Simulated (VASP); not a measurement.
A run of VASP 6.6.1 is set up as follows.

INCAR

```
  ALGO = Normal
  DIPOL = 0.5 0.5 0.313
  EDIFF = 1E-7
  ENCUT = 520
  GGA = PE
  IDIPOL = 3
  ISIF = 2
  ISMEAR = 0
  LASPH = T
  LCHARG = F
  LDIPOL = T
  LREAL = F
  LWAVE = F
  NBANDS = 44
  NELM = 60
  PREC = Accurate
  SIGMA = 0.1
```

KPOINTS

```
k-points
0
Gamma
  6 3 1
```

The input POSCAR:

```
C6F
1.0
    4.9326910638      0.0000000000      0.0000000000
   -1.2331727660      8.7858796652      0.0000000000
    0.0000000000      0.0000000000     22.7907133601
C F
12 2
Direct
    0.0197005045      0.0788020181      0.1755100833
    0.5197005045      0.0788020181      0.1755100833
    0.2746256306      0.0985025226      0.2058124649
    0.7746256306      0.0985025226      0.2058124649
    0.2844758829      0.1379035317      0.2664172282
    0.7844758829      0.1379035317      0.2664172282
    0.0392967129      0.1571967721      0.2959398811
    0.5392967129      0.1571967721      0.2959398811
    0.0496770087      0.1987214849      0.3592739166
    0.5496770087      0.1987214849      0.3592739166
    0.3040736953      0.2163110607      0.3857147085
    0.8040736953      0.2163110607      0.3857147085
    0.3040736953      0.1161081832      0.4997962626
    0.3040736953      0.3165139382      0.4997962626
```

Potentials or basis: VASP PAW PBE potentials, release 64 (C, F).

Launch:

```console
$ cat potpaw_PBE.64/C/POTCAR potpaw_PBE.64/F/POTCAR > POTCAR
$ mpirun -np 1 vasp_std > vasp.out
```

Problem. Predict the band gap on the k mesh.

Solution. 0.07 eV.

Problem. Estimate the largest force.

Solution. 3.187 eV/Å.

Forces in eV/Å, atoms in the order of the input:
```
C   -0.076  0.391  1.589
C    0.075  0.387  1.588
C    0.000 -0.773 -3.091
C    0.000 -0.734 -2.942
C   -0.001  0.338  1.342
C    0.000  0.372  1.422
C    0.094  0.047  0.169
C   -0.093  0.057  0.166
C   -0.095  0.093  0.612
C    0.097  0.098  0.602
C   -0.001 -0.193 -0.615
C    0.000 -0.057 -0.280
F   -0.212  1.547 -0.250
F    0.212 -1.574 -0.313
```
